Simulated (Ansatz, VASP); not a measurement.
## In4Ru: VASP beside Ansatz

INCAR

```
SYSTEM = In4Ru
PREC = Accurate
ENCUT = 600
EDIFF = 1E-7
ISMEAR = 0
SIGMA = 0.1
LREAL = .FALSE.
LASPH = .TRUE.
NELM = 80
ALGO = Fast
ISIF = 3
LWAVE = .FALSE.
LCHARG = .FALSE.
GGA = PE
IBRION = 2
NSW = 100
EDIFFG = -0.01
```

Contents of KPOINTS:

```
regular mesh
0
G
  6 6 6
  0 0 0
```

File POSCAR:

```
In4Ru
1.0
    5.1780901228      0.0000000000      0.0000000000
    0.0000000000      5.1780901228      0.0000000000
    0.0000000000      0.0000000000      5.1780901228
In Ru
4 1
Direct
    0.0000000000      0.0000000000      0.0000000000
    0.5000000000      0.5000000000      0.0000000000
    0.5000000000      0.0000000000      0.5000000000
    0.0000000000      0.5000000000      0.5000000000
    0.5000000000      0.5000000000      0.5000000000
```

Input for Ansatz:

```yaml
crystal:
  lattice:
    - [5.1780901228, 0.0, 0.0]
    - [0.0, 5.1780901228, 0.0]
    - [0.0, 0.0, 5.1780901228]
  atoms:
    - { symbol: In, position: [0.0, 0.0, 0.0] }
    - { symbol: In, position: [0.5, 0.5, 0.0] }
    - { symbol: In, position: [0.5, 0.0, 0.5] }
    - { symbol: In, position: [0.0, 0.5, 0.5] }
    - { symbol: Ru, position: [0.5, 0.5, 0.5] }
basis:
  ecutwfc: 420
kpoints:
  mp_grid: { grid: [6, 6, 6] }
hamiltonian:
  xc: pbe
scf:
  occupations: { method: gaussian, width: 0.1 }
output:
  forces: true
  stress: true
  eigenvalues: true
  write_density: true
  write_potential: true
  elf: true
  volumetric_format: npy
relax:
  adjacent_minimum: "off"
  f_tol: 0.01
  max_steps: 80
  cell: { stress_tol: 0.05 }
```

Change from the starting cell: species swapped into the Ni4N type (Pm-3m, No. 221).

Alike in both runs: task relaxation of cell and atoms; functional PBE; k mesh 6 × 6 × 6; occupations gaussian, width 0.1 eV; no spin polarisation.

|  | VASP | Ansatz |
| --- | --- | --- |
| version | VASP 6.6.1 | Ansatz 0.2.0 |
| potentials or method | VASP PAW PBE potentials, release 64 (In_d, Ru_pv), cutoff 600 eV | scalar-relativistic, plane waves, PAW |
| valence electrons in the cell | 66 | 68 |

Ansatz gave:

| Item | Value |
| --- | --- |
| gap on the k mesh at the Fermi level, each at its own relaxed structure (eV) | none |
| relaxed volume (Å³/atom) | 28.19 |
| relaxed length of the cell vector where the two differ most in proportion (Å) | 5.204 |

Task: What did VASP give for the same quantities?

Result: gap on the k mesh at the Fermi level, each at its own relaxed structure (eV): none; relaxed volume (Å³/atom): 28.20; relaxed length of the cell vector where the two differ most in proportion (Å): 5.205.

A gap of «none» marks a metal or a gap that the smearing closes. VASP's potentials hold 66 valence electrons a cell and Ansatz's 68, so a difference there can come from the potentials and not from the codes.
